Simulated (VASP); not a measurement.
# AlGa3N2 (P6/mmm) in VASP: a series of runs

Runs on AlGa3N2. Level: PBE. Tasks: relaxation of cell and atoms, single point.

Program: VASP 6.6.1. These are calculated values, not measurements. Logs are shortened: lines on timing, memory, paths and dates and some standing lists are left out, and cuts for length are marked.

### 1 The cell of the first run

The structure is hexagonal, space group P6/mmm (No. 191). The conventional cell has a = 5.755 Å, b = 5.755 Å, c = 2.836 Å, α = 90.00°, β = 90.00°, γ = 120.00°. Al (site symmetry 6/mmm) has 2 Al at 2.84 Å and 12 Ga at 3.21 Å and 6 N at 3.32 Å within 3.7 Å. Within 2.9 Å of Ga (site symmetry mmm) lie 4 N at 2.18 Å and 6 Ga at 2.84 to 2.88 Å. N (site symmetry -6m2) has 6 Ga at 2.18 Å and 2 N at 2.84 Å within 2.9 Å.

### 2 Relaxation of cell and atoms, PBE

The input, INCAR:

```
SYSTEM = AlGa3N2
  PREC = Accurate
  ENCUT = 600
  EDIFF = 1E-6
  ISMEAR = 0
  SIGMA = 0.1
  LREAL = .FALSE.
  LASPH = .TRUE.
  NELM = 80
  ALGO = Normal
  ISIF = 3
  LWAVE = .FALSE.
  LCHARG = .FALSE.
  GGA = PE
  IBRION = 2
  NSW = 90
  EDIFFG = -0.04
```

The input, KPOINTS:

```
Automatic mesh
0
G
  6 6 6
  0 0 0
```

The input, POSCAR:

```
AlGa3N2
1.0
    5.7551850138      0.0000000000      0.0000000000
   -2.8775925069      4.9841364254      0.0000000000
    0.0000000000      0.0000000000      2.8358519881
Al Ga N
1 3 2
Direct
    0.0000000000      0.0000000000      0.0000000000
    0.5000000000      0.5000000000      0.5000000000
    0.5000000000      0.0000000000      0.5000000000
    0.0000000000      0.5000000000      0.5000000000
    0.6666666667      0.3333333333      0.0000000000
    0.3333333333      0.6666666667      0.0000000000
```

Potentials or basis: VASP PAW PBE potentials, release 64 (Al, Ga_d, N).

Started as:

```sh
$ cat potpaw_PBE.64/Al/POTCAR potpaw_PBE.64/Ga_d/POTCAR potpaw_PBE.64/N/POTCAR > POTCAR
$ mpirun -np 1 vasp_std > vasp.out
```

OUTCAR:

```text
SYSTEM = AlGa3N2
   PREC = Accurate
   ENCUT = 600
   EDIFF = 1E-6
   ISMEAR = 0
   LREAL = .FALSE.
   LASPH = .TRUE.
   NELM = 80
   ISIF = 3
   GGA = PE
   IBRION = 2
   NSW = 90
   EDIFFG = -0.04

 ion  position               nearest neighbor table
   1  0.000  0.000  0.000-
   2  0.500  0.500  0.500-   5 2.18   6 2.18   5 2.18   6 2.18   3 2.88   3 2.88   4 2.88   4 2.88

   3  0.500  0.000  0.500-   5 2.18   6 2.18   5 2.18   6 2.18   2 2.88   4 2.88   2 2.88   4 2.88

   4  0.000  0.500  0.500-   5 2.18   6 2.18   5 2.18   6 2.18   3 2.88   3 2.88   2 2.88   2 2.88

   5  0.667  0.333  0.000-   3 2.18   3 2.18   4 2.18   4 2.18   2 2.18   2 2.18
   6  0.333  0.667  0.000-   3 2.18   3 2.18   4 2.18   4 2.18   2 2.18   2 2.18

  LATTYP: Found a hexagonal cell.
 ALAT       =     5.7551850138
 C/A-ratio  =     0.4927473194

  Lattice vectors:

 A1 = (   5.7551850138,   0.0000000000,   0.0000000000)
 A2 = (  -2.8775925069,   4.9841364254,   0.0000000000)
 A3 = (   0.0000000000,   0.0000000000,   2.8358519881)

Analysis of symmetry for initial positions (statically):
=====================================================================
 Subroutine PRICEL returns:
 Original cell was already a primitive cell.

 Routine SETGRP: Setting up the symmetry group for a
 hexagonal supercell.

 Subroutine GETGRP returns: Found 24 space group operations
 (whereof 24 operations were pure point group operations)
 out of a pool of 24 trial point group operations.

The static configuration has the point symmetry D_6h.

Analysis of symmetry for dynamics (positions and initial velocities):
=====================================================================
 Subroutine PRICEL returns:
 Original cell was already a primitive cell.

 Routine SETGRP: Setting up the symmetry group for a
 hexagonal supercell.

 Subroutine GETGRP returns: Found 24 space group operations
 (whereof 24 operations were pure point group operations)
 out of a pool of 24 trial point group operations.

The dynamic configuration has the point symmetry D_6h.

 Subroutine INISYM returns: Found 24 space group operations
 (whereof 24 operations are pure point group operations),
 and found     1 'primitive' translations

----------------------------------------------------------------------------------------

                                     Primitive cell

  volume of cell :      81.3454

  direct lattice vectors                    reciprocal lattice vectors
     5.755185014  0.000000000  0.000000000     0.173756360  0.100318281  0.000000000
    -2.877592507  4.984136425  0.000000000     0.000000000  0.200636563  0.000000000
     0.000000000  0.000000000  2.835851988     0.000000000  0.000000000  0.352627713

  length of vectors
     5.755185014  5.755185014  2.835851988     0.200636563  0.200636563  0.352627713

  position of ions in fractional coordinates (direct lattice)
     0.000000000  0.000000000  0.000000000
     0.500000000  0.500000000  0.500000000
     0.500000000  0.000000000  0.500000000
     1.000000000  0.500000000  0.500000000
     0.666666667  0.333333333  0.000000000
     0.333333333  0.666666667  0.000000000

  ion indices of the primitive-cell ions
   primitive index   ion index
                 1           1
                 2           2
                 3           3
                 4           4
                 5           5
                 6           6

[... 73 lines left out ...]
   EDIFFG = -.4E-01   stopping-criterion for IOM
   NSW    =     90    number of steps for IOM
   IBRION =      2    ionic relax: 0-MD 1-quasi-New 2-CG
   NFREE  =      1    steps in history (QN), initial steepest desc. (CG)
   ISIF   =      3    stress and relaxation
   ISYM   =      2    0-nonsym 1-usesym 2-fastsym
   POTIM  = 0.5000    time-step for ionic-motion
   TEBEG  =    0.0;   TEEND  =   0.0 temperature during run
   PSTRESS=    0.0 pullay stress
   NELECT =      52.0000    total number of electrons
   NUPDOWN=      -1.0000    fix difference up-down
   EMIN   =  10.00;   EMAX   =-10.00  energy-range for DOS
   EFERMI =   0.00;   METHOD = LEGACY
   ISMEAR =     0;   SIGMA  =   0.10  broadening in eV -4-tet -1-fermi 0-gaus
   EFERMI_NEDOS =   21; number of points for ismear=-14 and -15
   IALGO  =     38    algorithm
   IMIX   =      4    mixing-type and parameters
     AMIX     =   0.40;   BMIX     =  1.00
     AMIX_MAG =   1.60;   BMIX_MAG =  1.00
  volume/ion in A,a.u.               =      13.56        91.49
  Fermi-wavevector in a.u.,A,eV,Ry     =   1.410257  2.665000 27.059616  1.988826
  Thomas-Fermi vector in A             =   2.532230
   LORBIT       =      0    0 simple, 1 ext, 2 COOP (PROOUT), +10 PAW based schemes
   GGA     = PE    functional components
   LHFCALC =     F    Hartree Fock is set to
   AEXX    =    0.0000 exact exchange contribution
   IVDW    =     0    specifies the selected vdW correction
   LEPSILON=     F    determine dielectric tensor
   LRPA    =     F    only Hartree local field effects (RPA)
 conjugate gradient relaxation of ions
 non-spin polarized calculation
 Gauss-broadening in eV      SIGMA  =   0.10
  energy-cutoff  :      600.00
  volume of cell :       81.35
 maximum number of plane-waves:      2735
 NGX is ok and might be reduce to    48
   NGX = 23   NGY = 23   NGZ = 11

--------------------------------------- Ionic step        1  -------------------------------------------

 number of electron      51.9999993 magnetization

 Free energy of the ion-electron system (eV)
  ---------------------------------------------------
  ext. energy  EPLUGINS =         0.00000000
  ---------------------------------------------------
  free energy    TOTEN  =       -25.78571940 eV

  energy without entropy =      -25.77875399  energy(sigma->0) =      -25.78223670

------------------------ aborting loop because EDIFF is reached ----------------------------------------

  FORCE on cell =-STRESS in cart. coord.  units (eV):
  Direction    XX          YY          ZZ          XY          YZ          ZX
  --------------------------------------------------------------------------------------
  -------------------------------------------------------------------------------------
  Total       -0.8362446     -0.8362446      1.8399227      0.0000000     -0.0000000      0.0000000
  in kB      -16.4706660    -16.4706660     36.2390996      0.0000000     -0.0000000      0.0000000
  external PRESSURE =       1.0992559 kB  Pullay stress =       0.0000000 kB

 VOLUME and BASIS-vectors are now :
 -----------------------------------------------------------------------------
  energy-cutoff  :      600.00
  volume of cell :       81.35
      direct lattice vectors                 reciprocal lattice vectors
     5.755185014  0.000000000  0.000000000     0.173756360  0.100318281  0.000000000
    -2.877592507  4.984136425  0.000000000     0.000000000  0.200636563  0.000000000
     0.000000000  0.000000000  2.835851988     0.000000000  0.000000000  0.352627713

 POSITION                                       TOTAL-FORCE (eV/Angst)
 -----------------------------------------------------------------------------------
      0.00000      0.00000      0.00000        -0.000000      0.000000     -0.000000
      1.43880      2.49207      1.41793        -0.000000      0.000000     -0.000000
      2.87759      0.00000      1.41793        -0.000000      0.000000     -0.000000
     -1.43880      2.49207      1.41793        -0.000000      0.000000     -0.000000
      2.87759      1.66138      0.00000        -0.000000      0.000000     -0.000000
     -0.00000      3.32276      0.00000         0.000000      0.000000      0.000000
 -----------------------------------------------------------------------------------
    total drift:                               -0.000000      0.000000     -0.000000

  FREE ENERGIE OF THE ION-ELECTRON SYSTEM (eV)
  ---------------------------------------------------
  free  energy   TOTEN  =       -25.7857194020 eV

  energy  without entropy=      -25.7787539923  energy(sigma->0) =      -25.78223670

--------------------------------------- Ionic step        2  -------------------------------------------

 number of electron      52.0000015 magnetization

 Free energy of the ion-electron system (eV)
  ---------------------------------------------------
  ext. energy  EPLUGINS =         0.00000000
  ---------------------------------------------------
  free energy    TOTEN  =       -25.80585724 eV

  energy without entropy =      -25.79404961  energy(sigma->0) =      -25.79995342

 E-fermi :   6.7678     XC(G=0): -11.3831

 val. band max:        6.6998837937   @ k =   0.3333   0.1667   0.1667
 cond. band min:       6.7756754281   @ k =   0.3333   0.1667   0.3333
 fundamental gap:      0.0757916345
 Fermi energy:         6.7678405600

 k-point     1 :       0.0000    0.0000    0.0000
  band No.  band energies     occupation
      1     -10.3513      2.00000
      2      -8.4737      2.00000
      3      -8.4534      2.00000
      4      -8.4261      2.00000
      5      -8.4261      2.00000
      6      -8.3845      2.00000
[... 805 lines left out ...]
     30       9.2747      0.00000
     31      10.1153      0.00000

 [... further k-points ...]
[... 5 lines left out ...]
  --------------------------------------------------------------------------------------
  -------------------------------------------------------------------------------------
  Total       -0.1995077     -0.1995077      0.1067032     -0.0000000      0.0000000     -0.0000000
  in kB       -3.9248193     -3.9248193      2.0991205     -0.0000000      0.0000000     -0.0000000
  external PRESSURE =      -1.9168393 kB  Pullay stress =       0.0000000 kB

 VOLUME and BASIS-vectors are now :
 -----------------------------------------------------------------------------
  energy-cutoff  :      600.00
  volume of cell :       81.44
      direct lattice vectors                 reciprocal lattice vectors
     5.716488434  0.000000000  0.000000000     0.174932568  0.100997365  0.000000000
    -2.858244217  4.950624204 -0.000000000     0.000000000  0.201994730  0.000000000
     0.000000000 -0.000000000  2.877804995     0.000000000  0.000000000  0.347487061

 POSITION                                       TOTAL-FORCE (eV/Angst)
 -----------------------------------------------------------------------------------
      5.71649     -0.00000      2.87780        -0.000000     -0.000000     -0.000000
      1.42912      2.47531      1.43890        -0.000000      0.000000     -0.000000
      2.85824     -0.00000      1.43890        -0.000000      0.000000     -0.000000
      4.28737      2.47531      1.43890        -0.000000      0.000000     -0.000000
      2.85824      1.65021      2.87780        -0.000000      0.000000      0.000000
     -0.00000      3.30042     -0.00000         0.000000     -0.000000     -0.000000
 -----------------------------------------------------------------------------------
    total drift:                                0.000000     -0.000000     -0.000000

  FREE ENERGIE OF THE ION-ELECTRON SYSTEM (eV)
  ---------------------------------------------------
  free  energy   TOTEN  =       -25.8058572370 eV

  energy  without entropy=      -25.7940496054  energy(sigma->0) =      -25.79995342

 reached required accuracy - stopping structural energy minimisation
```

Run time: 3.5 min. Hardware: 1 thread of Intel Xeon 8259CL, shared host; peak memory 0.28 GiB.

Results:

```
Free energy                            : -25.8059 eV
Relaxed volume                         : 13.57 Å³/atom
Relaxed cell                           : a = 5.716 Å, b = 5.716 Å, c = 2.878 Å, α = 90.00°, β = 90.00°, γ = 120.00°
Space group after relaxing (to 0.05 Å) : P6/mmm (No. 191)
Energy gained by relaxing              : 3.4 meV/atom
Ionic steps                            : 2
Pressure after relaxing                : -0.2 GPa
Band gap on the k mesh                 : zero (band 26 reaches 7.17 eV, above the bottom of band 27 at 5.27 eV)
```

Stress tensor (GPa, compression positive):
```
-0.39  0.00  0.00
 0.00 -0.39  0.00
 0.00  0.00  0.21
```

Step by step:
```tsv
step	energy change (eV)	largest force (eV/Å)	pressure (GPa)	volume (Å³)
1	0.0000	0.0000	0.11	81.35
2	-0.0201	0.0000	-0.19	81.44
```

Final structure:
```
Al Ga N
1.0
     5.71649    0.00000    0.00000
    -2.85824    4.95062    0.00000
     0.00000    0.00000    2.87780
Al Ga N
1 3 2
Direct
  0.00000 0.00000 0.00000
  0.50000 0.50000 0.50000
  0.50000 0.00000 0.50000
  0.00000 0.50000 0.50000
  0.66667 0.33333 0.00000
  0.33333 0.66667 0.00000
```

Caveat: the k points lie up to 0.36 Å⁻¹ apart in the final cell.

[end of part 1 of 2]
